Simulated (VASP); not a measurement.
Wanted: the native input for a VASP 6.6.1 run.

- Task: single point
- Functional: PBE
- Potentials or basis: VASP PAW PBE potentials, release 64 (Be, S)
- Cutoff: 520 eV
- k mesh: 10 × 10 × 10
- Occupations: fermi-dirac, width 0.03 eV
- Spin: no spin polarisation
- Dipole correction: no
- Further INCAR settings: ALGO = Normal; EDIFF = 1e-07; NBANDS = 11

The structure of BeS lies in POSCAR:

```
BeS
1.0
    0.0000000000      1.9327811446      1.9327811446
    1.9327811446      0.0000000000      1.9327811446
    1.9327811446      1.9327811446      0.0000000000
Be S
1 1
Direct
    0.0000000000      0.0000000000      0.0000000000
    0.2500000000      0.2500000000      0.2500000000
```

One way to write it, as run:

INCAR

```
SYSTEM = BeS
ALGO = Normal ; EDIFF = 1E-7
ENCUT = 520 ; GGA = PE
ISIF = 2 ; ISMEAR = -1
LASPH = .TRUE. ; LCHARG = .FALSE.
LREAL = .FALSE. ; LWAVE = .FALSE.
NBANDS = 11 ; NELM = 60
PREC = Accurate ; SIGMA = 0.03
```

KPOINTS

```
k-points
0
G
  10 10 10
  0 0 0
```

Potentials or basis: VASP PAW PBE potentials, release 64 (Be, S).

Command:

```bash
$ cat potpaw_PBE.64/Be/POTCAR potpaw_PBE.64/S/POTCAR > POTCAR
$ mpirun -np 1 vasp_std > vasp.out
```

Results of the run:

- Pressure: 231.6 GPa
- Band gap on the k mesh: 0.52 eV, indirect (least direct gap 4.25 eV)

It took 3.5 s on 1 thread of Intel Xeon 6975P-C, with other jobs on the host, peak memory 0.12 GiB.
